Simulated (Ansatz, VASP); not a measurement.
# SnSe: VASP beside Ansatz

```
CELL_PARAMETERS angstrom
0.03010 3.02505 3.02505
3.02505 0.03010 3.02505
3.02505 3.02505 0.03010
ATOMIC_POSITIONS crystal
Sn 0.00000 0.00000 0.00000
Se 0.50000 0.50000 0.50000
```

Change from the starting cell: equal xy, yz and zx shear strains of +1 %.

Alike in both runs: task single point; functional PBEsol; k mesh 7 × 7 × 7; occupations fermi-dirac, width 0.01 eV; no spin polarisation.

|  | VASP | Ansatz |
| --- | --- | --- |
| version | VASP 6.6.1 | Ansatz 0.2.0 |
| potentials or method | VASP PAW PBE potentials, release 64 (Sn_d, Se), cutoff 520 eV | all-electron LAPW, scalar-relativistic |

Ansatz gave:

| Item | Value |
| --- | --- |
| gap on the k mesh at the Fermi level (eV) | 0.64 |
| pressure (GPa) | -1.9 |
| traceless stress, the component that is largest in VASP (GPa) | -0.19 |

Task: Estimate VASP's values.

Result: gap on the k mesh at the Fermi level (eV): 0.63; pressure (GPa): -1.9; traceless stress, the component that is largest in VASP (GPa): -0.19.

VASP's potentials were made for PBE, not for PBEsol. Ansatz ran all-electron here, and VASP with PAW potentials.
